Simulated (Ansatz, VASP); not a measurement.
# Two plane-wave programs on AlSi16

```
Si Al
1.0
     0.00000    5.43000    5.43000
     5.43000    0.00000    5.43000
     5.43000    5.43000    0.00000
Si Al
16 1
Direct
  0.00455 0.99986 0.99052
  0.14363 0.12280 0.11070
  0.00560 0.00188 0.49060
  0.12674 0.13035 0.61578
  0.00454 0.50502 0.99051
  0.12479 0.62544 0.12426
  0.00112 0.50164 0.49554
  0.12674 0.62710 0.61577
  0.50560 0.00569 0.98301
  0.62235 0.12296 0.11097
  0.50155 0.00193 0.49072
  0.62621 0.12646 0.62084
  0.49920 0.50509 0.99058
  0.62234 0.64371 0.11095
  0.50154 0.50579 0.49071
  0.62983 0.62714 0.61587
  0.75630 0.25609 0.23155
```

Alike in both runs: functional PBE; dispersion D3(BJ); k mesh 2 × 2 × 2; occupations fermi-dirac, width 0.05 eV; collinear spin.

Ansatz relaxed the structure, and its values are those at the end. VASP's run is a single point on that final structure, the one shown.

```csv
,VASP,Ansatz
version,VASP 6.6.1,Ansatz 0.2.0
potentials or method,"VASP PAW PBE potentials, release 64 (Si, Al), cutoff 520 eV","scalar-relativistic, plane waves, PAW"
valence electrons in the cell,67,67
```

|  | VASP | Ansatz | Ansatz less VASP |
| --- | --- | --- | --- |
| rms of the force components (eV/Å) | 0.017 | 0.017 | +0.0003 |
| net moment per atom (μB) | 0.00 | 0.00 | 0.000 |

Ansatz's warnings: seeded moment not kept.

The k mesh is coarse, so the values compare programs but aren't converged.
